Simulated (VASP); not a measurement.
# Ti (I4/mmm) in VASP: further runs

The runs below take Ti through single point, with PBE.

All numbers are computed with VASP 6.6.1; they aren't measurements. Logs are shortened: lines on timing, memory, paths and dates and some standing lists are left out, and cuts for length are marked.

### Step 1. The cell of the first run

The structure is tetragonal, space group I4/mmm (No. 139). The conventional cell has a = 3.231 Å, b = 3.231 Å, c = 3.481 Å, α = 90.00°, β = 90.00°, γ = 90.00°. Ti (site symmetry 4/mmm) has 14 Ti at 2.87 to 3.48 Å within 3.8 Å.

### Step 2. Single point, PBE (18.17 Å³/atom)

INCAR

```
SYSTEM = Ti
PREC = Accurate
ENCUT = 520
EDIFF = 1E-6
ISMEAR = 0
SIGMA = 0.15
LREAL = .FALSE.
LASPH = .TRUE.
NELM = 60
ALGO = Fast
ISIF = 2
LWAVE = .FALSE.
LCHARG = .TRUE.
GGA = PE
LELF = .TRUE.
LVHAR = .TRUE.
NBANDS = 12
```

KPOINTS

```
regular mesh
0
G
  22 22 22
  0 0 0
```

POSCAR

```
Ti
1.0
   -1.6153075168      1.6153075168      1.7406553801
    1.6153075168     -1.6153075168      1.7406553801
    1.6153075168      1.6153075168     -1.7406553801
Ti
1
Direct
    0.0000000000      0.0000000000      0.0000000000
```

Potentials or basis: VASP PAW PBE potentials, release 64 (Ti_sv).

Started as:

```
cat potpaw_PBE.64/Ti_sv/POTCAR > POTCAR
mpirun -np 1 vasp_std > vasp.out
```

OUTCAR:

```text
SYSTEM = Ti
   PREC = Accurate
   ENCUT = 520
   EDIFF = 1E-6
   ISMEAR = 0
   LREAL = .FALSE.
   LASPH = .TRUE.
   NELM = 60
   ISIF = 2
   GGA = PE

 ion  position               nearest neighbor table
   1  0.000  0.000  0.000-

  LATTYP: Found a body centered tetragonal cell.
 ALAT       =     3.2306150336
 C/A-ratio  =     1.0776000000

  Lattice vectors:

 A1 = (  -1.6153075168,   1.6153075168,   1.7406553801)
 A2 = (   1.6153075168,  -1.6153075168,   1.7406553801)
 A3 = (   1.6153075168,   1.6153075168,  -1.7406553801)

Analysis of symmetry for initial positions (statically):
=====================================================================
 Subroutine PRICEL returns:
 Original cell was already a primitive cell.

 Routine SETGRP: Setting up the symmetry group for a
 body centered tetragonal supercell.

 Subroutine GETGRP returns: Found 16 space group operations
 (whereof 16 operations were pure point group operations)
 out of a pool of 16 trial point group operations.

The static configuration has the point symmetry D_4h.

Analysis of symmetry for dynamics (positions and initial velocities):
=====================================================================
 Subroutine PRICEL returns:
 Original cell was already a primitive cell.

 Routine SETGRP: Setting up the symmetry group for a
 body centered tetragonal supercell.

 Subroutine GETGRP returns: Found 16 space group operations
 (whereof 16 operations were pure point group operations)
 out of a pool of 16 trial point group operations.

The dynamic configuration has the point symmetry D_4h.

 Subroutine INISYM returns: Found 16 space group operations
 (whereof 16 operations are pure point group operations),
 and found     1 'primitive' translations

----------------------------------------------------------------------------------------

                                     Primitive cell

  volume of cell :      18.1670

  direct lattice vectors                    reciprocal lattice vectors
    -1.615307517  1.615307517  1.740655380     0.000000000  0.309538583  0.287248128
     1.615307517 -1.615307517  1.740655380     0.309538583  0.000000000  0.287248128
     1.615307517  1.615307517 -1.740655380     0.309538583  0.309538583  0.000000000

  length of vectors
     2.871988492  2.871988492  2.871988492     0.422286185  0.422286185  0.437753662

  position of ions in fractional coordinates (direct lattice)
     0.000000000  0.000000000  0.000000000

  ion indices of the primitive-cell ions
   primitive index   ion index
                 1           1

----------------------------------------------------------------------------------------

 KPOINTS: regular mesh

Automatic generation of k-mesh.
 Grid dimensions read from file:
 generate k-points for:   22   22   22

 Generating k-lattice:

  Cartesian coordinates                     Fractional coordinates (reciprocal lattice)
     0.000000000  0.014069936  0.013056733     0.045454545  0.000000000 -0.000000000
     0.014069936  0.000000000  0.013056733     0.000000000  0.045454545 -0.000000000
     0.014069936  0.014069936  0.000000000     0.000000000  0.000000000  0.045454545

  Length of vectors
     0.019194827  0.019194827  0.019897894

  Shift w.r.t. Gamma in fractional coordinates (k-lattice)
     0.000000000  0.000000000  0.000000000

 Subroutine IBZKPT returns following result:
 ===========================================

 Found    834 irreducible k-points:

 Following reciprocal coordinates:
            Coordinates               Weight
  0.000000  0.000000  0.000000      1.000000
  0.045455  0.000000  0.000000      8.000000
  0.090909  0.000000  0.000000      8.000000
  0.136364 -0.000000  0.000000      8.000000
  0.181818 -0.000000  0.000000      8.000000
  0.227273 -0.000000  0.000000      8.000000
[... 16 lines left out ...]
  0.500000  0.045455  0.000000     16.000000
 -0.454545  0.045455 -0.000000     16.000000
 [... further k-points ...]
   k-points           NKPTS =    834   k-points in BZ     NKDIM =    834   number of bands    NBANDS=     12
   number of dos      NEDOS =    301   number of ions     NIONS =      1
   total plane-waves  NPLWV =  13824
   dimension x,y,z NGX =    24 NGY =   24 NGZ =   24
   dimension x,y,z NGXF=    48 NGYF=   48 NGZF=   48
   ions per type =               1
   NGX,Y,Z   is equivalent  to a cutoff of  13.89, 13.89, 13.89 a.u.
   NGXF,Y,Z  is equivalent  to a cutoff of  27.78, 27.78, 27.78 a.u.
 SYSTEM =  Ti
   PREC   = accura    normal or accurate (medium, high low for compatibility)
   ISTART =      0    job   : 0-new  1-cont  2-samecut
   ICHARG =      2    charge: 1-file 2-atom 10-const
   ISPIN  =      1    spin polarized calculation?
   LNONCOLLINEAR =      F non collinear calculations
   LSORBIT =      F    spin-orbit coupling
   LASPH  =      T    aspherical Exc in radial PAW
   ENCUT  =  520.0 eV  38.22 Ry    6.18 a.u.   5.34  5.34  5.34*2*pi/ulx,y,z
   NELM   =     60;   NELMIN=  2; NELMDL= -5     # of ELM steps
   EDIFF  = 0.1E-05   stopping-criterion for ELM
   LREAL  =      F    real-space projection
   EDIFFG = 0.1E-04   stopping-criterion for IOM
   NSW    =      0    number of steps for IOM
   IBRION =     -1    ionic relax: 0-MD 1-quasi-New 2-CG
   NFREE  =      0    steps in history (QN), initial steepest desc. (CG)
   ISIF   =      2    stress and relaxation
   ISYM   =      2    0-nonsym 1-usesym 2-fastsym
   POTIM  = 0.5000    time-step for ionic-motion
   TEBEG  =    0.0;   TEEND  =   0.0 temperature during run
   PSTRESS=    0.0 pullay stress
   NELECT =      12.0000    total number of electrons
   NUPDOWN=      -1.0000    fix difference up-down
   EMIN   =  10.00;   EMAX   =-10.00  energy-range for DOS
   EFERMI =   0.00;   METHOD = LEGACY
   ISMEAR =     0;   SIGMA  =   0.15  broadening in eV -4-tet -1-fermi 0-gaus
   EFERMI_NEDOS =   21; number of points for ismear=-14 and -15
   IALGO  =     68    algorithm
   IMIX   =      4    mixing-type and parameters
     AMIX     =   0.40;   BMIX     =  1.00
     AMIX_MAG =   1.60;   BMIX_MAG =  1.00
  volume/ion in A,a.u.               =      18.17       122.60
  Fermi-wavevector in a.u.,A,eV,Ry     =   1.425742  2.694261 27.657097  2.032739
  Thomas-Fermi vector in A             =   2.546093
   LORBIT       =      0    0 simple, 1 ext, 2 COOP (PROOUT), +10 PAW based schemes
   GGA     = PE    functional components
   LHFCALC =     F    Hartree Fock is set to
   AEXX    =    0.0000 exact exchange contribution
   IVDW    =     0    specifies the selected vdW correction
   LEPSILON=     F    determine dielectric tensor
   LRPA    =     F    only Hartree local field effects (RPA)
 non-spin polarized calculation
 RMM-DIIS sequential band-by-band and
 Gauss-broadening in eV      SIGMA  =   0.15
  energy-cutoff  :      520.00
  volume of cell :       18.17
 maximum number of plane-waves:       504
 NGX is ok and might be reduce to    24
   NGX = 11   NGY = 11   NGZ = 11

 number of electron      12.0000001 magnetization

 Free energy of the ion-electron system (eV)
  ---------------------------------------------------
  ext. energy  EPLUGINS =         0.00000000
  ---------------------------------------------------
  free energy    TOTEN  =        -7.72710025 eV

  energy without entropy =       -7.69837256  energy(sigma->0) =       -7.71273641

 E-fermi :   7.6440     XC(G=0): -11.2853

 val. band max:        7.6431127764   @ k =  -0.4091   0.4545   0.1364
 cond. band min:       7.6453244451   @ k =  -0.1364   0.4545   0.0909
 fundamental gap:      0.0022116687
 Fermi energy:         7.6440227239

 k-point     1 :       0.0000    0.0000    0.0000
  band No.  band energies     occupation
      1     -49.0048      2.00000
      2     -24.9116      2.00000
      3     -24.9116      2.00000
      4     -24.9049      2.00000
      5       1.7747      2.00000
      6       8.4375      0.00000
      7       8.4375      0.00000
      8       8.9091      0.00000
      9       9.9168      0.00000
     10      10.4590      0.00000
     11      23.9500      0.00000
     12      25.1634      0.00000

 k-point     2 :       0.0455    0.0000    0.0000
  band No.  band energies     occupation
      1     -49.0027      2.00000
      2     -24.9215      2.00000
      3     -24.9151      2.00000
      4     -24.9072      2.00000
      5       1.8414      2.00000
      6       8.4316      0.00000
      7       8.4496      0.00000
      8       8.9159      0.00000
      9       9.8946      0.00000
     10      10.4447      0.00000
     11      23.9346      0.00000
     12      25.0555      0.00000

 k-point     3 :       0.0909    0.0000    0.0000
  band No.  band energies     occupation
      1     -48.9964      2.00000
      2     -24.9565      2.00000
      3     -24.9252      2.00000
      4     -24.9078      2.00000
      5       2.0384      2.00000
      6       8.4064      0.00000
      7       8.4533      0.00000
      8       8.9703      0.00000
      9       9.8366      0.00000
     10      10.4107      0.00000
     11      23.8067      0.00000
     12      24.7239      0.00000
[... 286 lines left out ...]
 k-point    23 :       0.5000    0.0455    0.0000
  band No.  band energies     occupation
      1     -48.8978      2.00000
      2     -25.4849      2.00000
      3     -25.0835      2.00000
      4     -24.9124      2.00000
      5       5.3138      2.00000
      6       7.4909      1.85108
      7       8.3855      0.00000
      8       9.8812      0.00000
      9      10.6349      0.00000
     10      11.6446      0.00000
     11      15.7877      0.00000
     12      21.0136      0.00000

 k-point    24 :      -0.4545    0.0455   -0.0000
  band No.  band energies     occupation
      1     -48.9019      2.00000
      2     -25.4636      2.00000
      3     -25.0764      2.00000
      4     -24.9129      2.00000
      5       5.2321      2.00000
      6       7.5303      1.71638
      7       8.1938      0.00000
      8       9.8823      0.00000
      9      10.6148      0.00000
     10      11.4787      0.00000
     11      16.2472      0.00000
     12      21.1716      0.00000

 [... further k-points ...]

------------------------ aborting loop because EDIFF is reached ----------------------------------------

  FORCE on cell =-STRESS in cart. coord.  units (eV):
  Direction    XX          YY          ZZ          XY          YZ          ZX
  --------------------------------------------------------------------------------------
  -------------------------------------------------------------------------------------
  Total       -0.6361313     -0.6361313     -0.4439671      0.0000000      0.0000000      0.0000000
  in kB      -56.1014598    -56.1014598    -39.1541786      0.0000000      0.0000000      0.0000000
  external PRESSURE =     -50.4523660 kB  Pullay stress =       0.0000000 kB

 VOLUME and BASIS-vectors are now :
 -----------------------------------------------------------------------------
  energy-cutoff  :      520.00
  volume of cell :       18.17
      direct lattice vectors                 reciprocal lattice vectors
    -1.615307517  1.615307517  1.740655380     0.000000000  0.309538583  0.287248128
     1.615307517 -1.615307517  1.740655380     0.309538583  0.000000000  0.287248128
     1.615307517  1.615307517 -1.740655380     0.309538583  0.309538583  0.000000000

 POSITION                                       TOTAL-FORCE (eV/Angst)
 -----------------------------------------------------------------------------------
      0.00000      0.00000      0.00000        -0.000000     -0.000000     -0.000000
 -----------------------------------------------------------------------------------
    total drift:                               -0.000000      0.000000      0.000000

  FREE ENERGIE OF THE ION-ELECTRON SYSTEM (eV)
  ---------------------------------------------------
  free  energy   TOTEN  =        -7.7271002464 eV

  energy  without entropy=       -7.6983725639  energy(sigma->0) =       -7.71273641
```

Run time: 2.2 min. Hardware: 1 thread of Intel Xeon Platinum 8559C (Emerald Rapids), shared host; peak memory 0.28 GiB.

What came out:

```
Free energy            : -7.7271 eV
Pressure               : -5.0 GPa
Band gap on the k mesh : zero (bands 6 and 7 overlap by 1.51 eV)
```

Caveat: the cell stands under tension.

### Step 3. Single point, PBE (18.17 Å³/atom)

INCAR

```
SYSTEM = Ti
PREC = Accurate ; ENCUT = 520
EDIFF = 1E-7 ; ISMEAR = 0
SIGMA = 0.15 ; LREAL = .FALSE.
LASPH = .TRUE. ; NELM = 100
ALGO = Fast ; ISIF = 2
LWAVE = .FALSE. ; LCHARG = .FALSE.
GGA = PE ; NBANDS = 12
```

KPOINTS is that of step 2.

POSCAR

```
Ti
1.0
   -1.6978204080      1.6978204080      1.5755773386
    1.6978204080     -1.6978204080      1.5755773386
    1.6978204080      1.6978204080     -1.5755773386
Ti
1
Direct
    0.0000000000      0.0000000000      0.0000000000
```

Potentials or basis: VASP PAW PBE potentials, release 64 (Ti_sv).

Started as:

```
cat potpaw_PBE.64/Ti_sv/POTCAR > POTCAR
mpirun -np 1 vasp_std > vasp.out
```

Wall time 2.6 min (1 thread of Intel Xeon Platinum 8559C (Emerald Rapids), shared host); peak memory 0.29 GiB.

It converged, with:

| Property | Result |
| --- | --- |
| Free energy | -7.7286 eV |
| Pressure | -5.1 GPa |
| Band gap on the k mesh | zero (bands 6 and 7 overlap by 1.46 eV) |

Stress tensor (GPa, compression positive):
```
-4.36  0.00  0.00
 0.00 -4.36  0.00
 0.00  0.00 -6.50
```

Levels at points of the mesh, in eV from the Fermi level:
```
           k point  band 4  band 5  band 6  band 7  band 8  band 9
(0.00, 0.00, 0.00)  -32.55   -5.87    0.60    1.13    1.13    2.24
(0.50, 0.00, 0.00)  -32.57   -2.35   -0.56    1.18    2.58    3.15
(0.50, 0.50, 0.00)  -32.53   -2.38    0.06    0.68    2.16    2.74
(0.50, 0.50, 0.50)  -32.90   -2.06   -1.89    3.64    3.64    3.76
```

Caveat: the cell stands under tension.
